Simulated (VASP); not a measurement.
**Ho2Sb2N: single point with PBE**

Ho2Sb2N:

```
Ho Sb N
1.0
     2.53930    1.46607    4.82107
    -2.53930    1.46607    4.82107
     0.00000   -2.93214    4.82107
Ho Sb N
2 2 1
Direct
  0.89217 0.89217 0.89217
  0.10783 0.10783 0.10783
  0.67075 0.67075 0.67075
  0.32925 0.32925 0.32925
  0.50000 0.50000 0.50000
```

The cell was generated, and may not be a known phase.

```yaml
Program: VASP 6.6.1
Task: single point
Functional: PBE
Potentials_or_basis: VASP PAW PBE potentials, release 64 (Ho_3, Sb, N), 4f in core
Cutoff: 600 eV
k_mesh: 4 × 4 × 4
Occupations: gaussian, width 0.2 eV
Spin: no spin polarisation
```

```json
{
 "Pressure": "0.4 GPa",
 "Largest force": "0.041 eV/Å",
 "Band gap on the k mesh": "zero (an odd number of electrons rules out a gap without spin polarisation)"
}
```

Forces in eV/Å, atoms in the order of the input:
```
Ho   0.000  0.000  0.017
Ho   0.000  0.000 -0.017
Sb   0.000  0.000 -0.041
Sb   0.000  0.000  0.041
N    0.000  0.000  0.000
```

Stress tensor (GPa, compression positive):
```
0.32 0.00 0.00
0.00 0.32 0.00
0.00 0.00 0.53
```

Levels at points of the mesh, in eV from the Fermi level:
```csv
k point,band 14,band 15,band 16,band 17,band 18,band 19,band 20,band 21
"(0.00, 0.00, 0.00)",-3.01,-1.91,-1.91,-1.08,1.34,1.61,1.61,1.67
"(0.50, 0.00, 0.00)",-1.78,-1.75,-0.20,-0.13,0.44,1.92,2.34,2.58
"(0.50, 0.50, 0.00)",-2.22,-1.46,-0.17,0.45,0.48,1.00,1.93,2.10
"(0.50, 0.50, 0.50)",-1.62,-1.62,-1.46,-1.33,-1.33,0.20,0.20,3.18
```

Wall time 71 s on 1 thread of Intel(R) Xeon(R) Platinum 8488C (Sapphire Rapids) (shared host), peak memory 0.34 GiB.

Caveat: the k points lie up to 0.37 Å⁻¹ apart, too coarse for converged energies and pressures of a metal; spin-orbit coupling is left out, which moves the levels of the heavy elements; the 4f electrons are frozen in the core, so they carry no moment and show no levels; the run has no spin polarisation, though such a crystal can be magnetic. Spin polarisation is off, so any magnetic state and its effect on volume and gap are missing.
